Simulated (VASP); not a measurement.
## PtSe2 (Sudovikovite): single point with PBEsol

Crystal: PtSe2 (Sudovikovite).

```
Pt Se
1.0
     3.67367    0.00000    0.00000
    -1.83683    3.18149    0.00000
     0.00000    0.00000    4.99359
Pt Se
1 2
Direct
  0.00000 0.00000 0.00000
  0.33333 0.66667 0.25000
  0.66667 0.33333 0.75000
```

```yaml
Program: VASP 6.6.1
Task: single point
Functional: PBEsol
Potentials_or_basis: VASP PAW PBE potentials, release 64 (Pt, Se)
Cutoff: 520 eV
k_mesh: 9 × 9 × 6
Occupations: methfessel-paxton, width 0.1 eV
Spin: no spin polarisation
```

```yaml
Pressure: 8.5 GPa
Largest_force: 0.893 eV/Å
Band_gap_on_the_k_mesh: zero (band 11 reaches 7.40 eV, above the bottom of band 12 at 6.97 eV)
```

Forces on the atoms (eV/Å):
```
Pt   0.000  0.000  0.000
Se   0.000  0.000  0.893
Se   0.000  0.000 -0.893
```

Stress tensor (GPa, compression positive):
```
9.74 0.00 0.00
0.00 9.74 0.00
0.00 0.00 5.92
```

Levels at points of the mesh, in eV from the Fermi level:
| k point | band 7 | band 8 | band 9 | band 10 | band 11 | band 12 | band 13 | band 14 | band 15 | band 16 |
| --- | --- | --- | --- | --- | --- | --- | --- | --- | --- | --- |
| (0.00, 0.00, 0.00) | -4.36 | -2.79 | -1.19 | -1.19 | 0.35 | 1.45 | 1.45 | 3.32 | 4.32 | 7.12 |
| (0.00, 0.00, 0.50) | -4.40 | -3.22 | -1.76 | -1.65 | -1.65 | 2.38 | 2.38 | 4.60 | 6.44 | 6.61 |

Run time: 29 s on 1 thread of Intel(R) Xeon(R) 6975P-C (Granite Rapids), on a shared host, peak memory 0.22 GiB.

Caveat: the PAW data sets were made with another functional, which shifts forces and pressure a little; spin-orbit coupling is left out, which moves the levels of the heavy elements.
